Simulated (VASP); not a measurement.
The system is SrTiO3.

```
Sr Ti O
1.0
     3.91270    0.00000    0.00000
     0.00000    3.91270    0.00000
     0.00000    0.00000    3.91270
Sr Ti O
1 1 3
Direct
  0.00000 0.00000 0.00000
  0.50000 0.50000 0.50000
  0.50000 0.00000 0.50000
  0.50000 0.50000 0.00000
  0.00000 0.50000 0.50000
```

Program: VASP 6.6.1. Alike in all runs: task single point; cell as given; cutoff (eV) 600.

Task: Order these runs on this cell by their pressure, lowest first.
A. level PBE+U; potentials or basis VASP PAW PBE potentials, release 64 (Sr_sv, Ti_sv, O); spin off; U Ti d U = 6.0 eV, J = 0.82 eV; k mesh 2 × 2 × 2; smearing gaussian 0.1 eV; LDAUTYPE 1; hund's J 0.82
B. level LDA; potentials or basis VASP PAW LDA potentials, release 64 (Sr_sv, Ti_sv, O); spin off; k mesh 4 × 4 × 4; smearing gaussian 0.1 eV
C. level PBE+D3(BJ); potentials or basis VASP PAW PBE potentials, release 64 (Sr_sv, Ti_sv, O); spin off; k mesh 2 × 2 × 2; smearing gaussian 0.1 eV
D. level PBE+D3(BJ); potentials or basis VASP PAW PBE potentials, release 64 (Sr_sv, Ti_sv, O); spin off; k mesh 1 × 1 × 1, shifted; smearing methfessel-paxton 0.0051 eV
E. level PBE; potentials or basis VASP PAW PBE potentials, release 64 (Sr_sv, Ti_sv, O); spin collinear, ferromagnetic start; k mesh 1 × 1 × 1; smearing methfessel-paxton 0.1 eV

Result: B (-7.5 GPa), D (-3.8 GPa), C (2.4 GPa), A (10.8 GPa), E (56.3 GPa).

Caveats: some runs use coarse meshes; three body term missing (some runs).
